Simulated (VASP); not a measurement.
# Rh (I4/mmm) in VASP: a series of runs, part 2 of 2

VASP 6.6.1. Earlier steps stand in the parts before.

## (3) Single point, LDA (13.23 Å³/atom)

File INCAR:

```
SYSTEM = Rh
PREC = Accurate
ENCUT = 520
EDIFF = 1E-7
ISMEAR = 0
SIGMA = 0.15
LREAL = .FALSE.
LASPH = .TRUE.
NELM = 100
ALGO = Fast
ISIF = 2
LWAVE = .FALSE.
LCHARG = .FALSE.
GGA = CA
NBANDS = 14
```

File KPOINTS:

```
regular mesh
0
G
  22 22 22
  0 0 0
```

File POSCAR:

```
Rh
1.0
    0.0000000000      1.9761916063      1.6933985875
    1.9761916063      0.0000000000      1.6933985875
    1.9761916063      1.9761916063      0.0000000000
Rh
1
Direct
    0.0000000000      0.0000000000      0.0000000000
```

Potentials or basis: VASP PAW LDA potentials, release 64 (Rh_pv).

Command:

```console
$ cat potpaw_LDA.64/Rh_pv/POTCAR > POTCAR
$ mpirun -np 1 vasp_std > vasp.out
```

OUTCAR:

```text
SYSTEM = Rh
   PREC = Accurate
   ENCUT = 520
   EDIFF = 1E-7
   ISMEAR = 0
   LREAL = .FALSE.
   LASPH = .TRUE.
   NELM = 100
   ISIF = 2
   GGA = CA

 ion  position               nearest neighbor table
   1  0.000  0.000  0.000-

  LATTYP: Found a body centered tetragonal cell.
 ALAT       =     2.7947569715
 C/A-ratio  =     1.2118396016

  Lattice vectors:

 A1 = (   0.0000000000,  -1.9761916063,  -1.6933985875)
 A2 = (   0.0000000000,   1.9761916063,  -1.6933985875)
[... 589 lines left out ...]

 [... further k-points ...]

------------------------ aborting loop because EDIFF is reached ----------------------------------------

  FORCE on cell =-STRESS in cart. coord.  units (eV):
  Direction    XX          YY          ZZ          XY          YZ          ZX
  --------------------------------------------------------------------------------------
  -------------------------------------------------------------------------------------
  Total       -0.5163321     -0.5163321      2.0646387      0.0000000      0.0000000     -0.0000000
  in kB      -62.5449797    -62.5449797    250.0963490      0.0000000      0.0000000     -0.0000000
  external PRESSURE =      41.6687965 kB  Pullay stress =       0.0000000 kB

 VOLUME and BASIS-vectors are now :
 -----------------------------------------------------------------------------
  energy-cutoff  :      520.00
  volume of cell :       13.23
      direct lattice vectors                 reciprocal lattice vectors
     0.000000000  1.976191606  1.693398587    -0.253011904  0.253011904  0.295264212
     1.976191606  0.000000000  1.693398587     0.253011904 -0.253011904  0.295264212
     1.976191606  1.976191606  0.000000000     0.253011904  0.253011904 -0.295264212

 POSITION                                       TOTAL-FORCE (eV/Angst)
 -----------------------------------------------------------------------------------
      0.00000      0.00000      0.00000         0.000000      0.000000      0.000000
 -----------------------------------------------------------------------------------
    total drift:                                0.000000     -0.000000     -0.000000

  FREE ENERGIE OF THE ION-ELECTRON SYSTEM (eV)
  ---------------------------------------------------
  free  energy   TOTEN  =        -8.5375766237 eV

  energy  without entropy=       -8.5210883893  energy(sigma->0) =       -8.52933251
```

OSZICAR:

```text
N       E                     dE             d eps       ncg     rms          rms(c)
DAV:   1     0.118580876577E+03    0.11858E+03   -0.87325E+03 23460   0.116E+03
DAV:   2    -0.750471016016E+01   -0.12609E+03   -0.12055E+03 25908   0.342E+02
DAV:   3    -0.906466776055E+01   -0.15600E+01   -0.15573E+01 27882   0.419E+01
DAV:   4    -0.907024991437E+01   -0.55822E-02   -0.55820E-02 26622   0.257E+00
DAV:   5    -0.907029751862E+01   -0.47604E-04   -0.47606E-04 27174   0.209E-01    0.119E+01
RMM:   6    -0.856424070363E+01    0.50606E+00   -0.77448E-01 24966   0.853E+00    0.436E+00
RMM:   7    -0.854254711810E+01    0.21694E-01   -0.29095E-02 25208   0.177E+00    0.194E+00
RMM:   8    -0.853776699630E+01    0.47801E-02   -0.68819E-03 27541   0.992E-01    0.204E-01
RMM:   9    -0.853756278156E+01    0.20421E-03   -0.68939E-04 28691   0.297E-01    0.261E-02
RMM:  10    -0.853757557862E+01   -0.12797E-04   -0.81003E-05 29085   0.122E-01    0.101E-02
RMM:  11    -0.853757628326E+01   -0.70464E-06   -0.13711E-05 29292   0.490E-02    0.217E-03
RMM:  12    -0.853757660719E+01   -0.32394E-06   -0.35350E-06 29116   0.256E-02    0.253E-03
RMM:  13    -0.853757662403E+01   -0.16835E-07   -0.12642E-06 28923   0.144E-02    0.144E-03
RMM:  14    -0.853757662365E+01    0.37517E-09   -0.31964E-07 21196   0.761E-03
   1 F= -.85375766E+01 E0= -.85293325E+01  d E =-.164882E-01
```

It took 2.3 min on 1 thread of Intel Xeon 6975P-C (Granite Rapids), shared host; peak memory 0.24 GiB.

Results:

- Free energy: -8.5376 eV
- Pressure: 4.2 GPa
- Band gap on the k mesh: zero (an odd number of electrons rules out a gap without spin polarisation)

Stress tensor (GPa, compression positive):
```
-6.25  0.00  0.00
 0.00 -6.25  0.00
 0.00  0.00 25.01
```

Caveat: the stress differs along the axes, from -6 to 25 GPa.

## (4) Single point, LDA (13.23 Å³/atom)

File INCAR:

```
PREC = Accurate
ENCUT = 520
EDIFF = 1E-6
ISMEAR = 0
SIGMA = 0.15
LREAL = False
LASPH = True
NELM = 60
ALGO = Fast
ISIF = 2
LWAVE = False
LCHARG = False
GGA = CA
NBANDS = 14
```

File KPOINTS:

```
Automatic mesh
0
Gamma
  22 22 22
```

File POSCAR:

```
Rh
1.0
    0.0000000000      2.0277365502      1.6084006316
    2.0277365502      0.0000000000      1.6084006316
    2.0277365502      2.0277365502      0.0000000000
Rh
1
Direct
    0.0000000000      0.0000000000      0.0000000000
```

Command:

```console
$ cat potpaw_LDA.64/Rh_pv/POTCAR > POTCAR
$ mpirun -np 1 vasp_std > vasp.out
```

Run time: 2 min. Hardware: 1 thread of Intel Xeon 6975P-C (Granite Rapids), shared host; peak memory 0.24 GiB.

The run converged. Its results:

- Free energy: -8.3992 eV
- Pressure: 6.9 GPa
- Band gap on the k mesh: zero (an odd number of electrons rules out a gap without spin polarisation)

Stress tensor (GPa, compression positive):
```
-3.56  0.00  0.00
 0.00 -3.56  0.00
 0.00  0.00 27.71
```

Levels at points of the mesh, in eV from the Fermi level:
```tsv
k point	band 3	band 4	band 5	band 6	band 7	band 8	band 9	band 10	band 11	band 12
(0.00, 0.00, 0.00)	-45.92	-8.19	-3.49	-3.49	-2.53	-1.41	-0.11	17.06	19.34	19.34
(0.50, 0.00, 0.00)	-45.97	-6.39	-4.47	-1.48	0.02	0.97	1.50	9.50	14.98	19.85
(0.50, 0.50, 0.00)	-46.57	-6.50	-6.41	0.88	1.24	1.24	7.29	10.86	10.86	17.68
(0.50, 0.00, 0.50)	-46.10	-6.48	-5.60	0.17	0.17	1.79	1.84	10.80	14.00	16.98
```

Caveat: the stress differs along the axes, from -4 to 28 GPa.

## (5) Single point, LDA (13.23 Å³/atom)

File INCAR:

```
SYSTEM = Rh
PREC = Accurate
ENCUT = 520
EDIFF = 1E-6
ISMEAR = 0
SIGMA = 0.15
LREAL = .False.
LASPH = .True.
NELM = 80
ALGO = Fast
ISIF = 2
LWAVE = .False.
LCHARG = .False.
NBANDS = 14
```

File KPOINTS:

```
Automatic mesh
0
Gamma
  22 22 22
  0 0 0
```

File POSCAR:

```
Rh
1.0
    0.0000000000      1.9259677473      1.7828683436
    1.9259677473      0.0000000000      1.7828683436
    1.9259677473      1.9259677473      0.0000000000
Rh
1
Direct
    0.0000000000      0.0000000000      0.0000000000
```

Command:

```console
$ cat potpaw_LDA.64/Rh_pv/POTCAR > POTCAR
$ mpirun -np 1 vasp_std > vasp.out
```

Wall time 90 s (1 thread of Intel Xeon 6975P-C (Granite Rapids), shared host); peak memory 0.23 GiB.

Results (log left out):

| Item | Value |
| --- | --- |
| Free energy | -8.6484 eV |
| Pressure | 1.9 GPa |
| Band gap on the k mesh | zero (an odd number of electrons rules out a gap without spin polarisation) |

Stress tensor (GPa, compression positive):
```
-4.51  0.00  0.00
 0.00 -4.51  0.00
 0.00  0.00 14.68
```

Levels at points of the mesh, in eV from the Fermi level:
```
           k point  band 4  band 5  band 6  band 7  band 8  band 9  band 10  band 11
(0.00, 0.00, 0.00)   -8.30   -3.52   -3.52   -2.70   -1.58   -0.56    16.03    20.27
(0.50, 0.00, 0.00)   -6.49   -3.81   -2.86    0.39    0.69    0.88     9.05    15.36
(0.50, 0.50, 0.00)   -6.71   -6.39    0.60    1.12    1.12    4.46    12.52    12.52
(0.50, 0.00, 0.50)   -6.69   -6.25    0.58    0.69    1.39    2.72    12.03    13.50
```

Caveat: the stress differs along the axes, from -5 to 15 GPa.

## (6) The runs side by side

| cell | further INCAR settings | gap on the mesh (eV) | pressure (GPa) |
| --- | --- | --- | --- |
| a = 2.588, b = 2.588, c = 3.098 Å, angles 53.2, 53.2, 73.5°, 1 atom | ALGO = Fast; EDIFF = 1e-06; NBANDS = 14 | none | 7.7 |
| a = 2.602, b = 2.602, c = 2.795 Å, angles 57.5, 57.5, 65.0°, 1 atom | ALGO = Fast; EDIFF = 1e-07; NBANDS = 14 | none | 4.2 |
| a = 2.588, b = 2.588, c = 2.868 Å, angles 56.4, 56.4, 67.3°, 1 atom | ALGO = Fast; EDIFF = 1e-06; NBANDS = 14 | none | 6.9 |
| a = 2.624, b = 2.624, c = 2.724 Å, angles 58.7, 58.7, 62.5°, 1 atom | ALGO = Fast; EDIFF = 1e-06; NBANDS = 14 | none | 1.9 |

Alike in all rows: task single point; level LDA; potentials or basis VASP PAW LDA potentials, release 64 (Rh_pv); no spin polarisation; k mesh 22 × 22 × 22; cutoff (eV) 520; smearing gaussian 0.15 eV.

Caveats: the stress differs along the axes, from -6 to 14 GPa (at least some runs); the stress differs along the axes, from -6 to 25 GPa (at least some runs); the stress differs along the axes, from -4 to 28 GPa (at least some runs); the stress differs along the axes, from -5 to 15 GPa (at least some runs).

Total energies depend on the potentials used, so only differences within one code and one set of settings carry meaning.
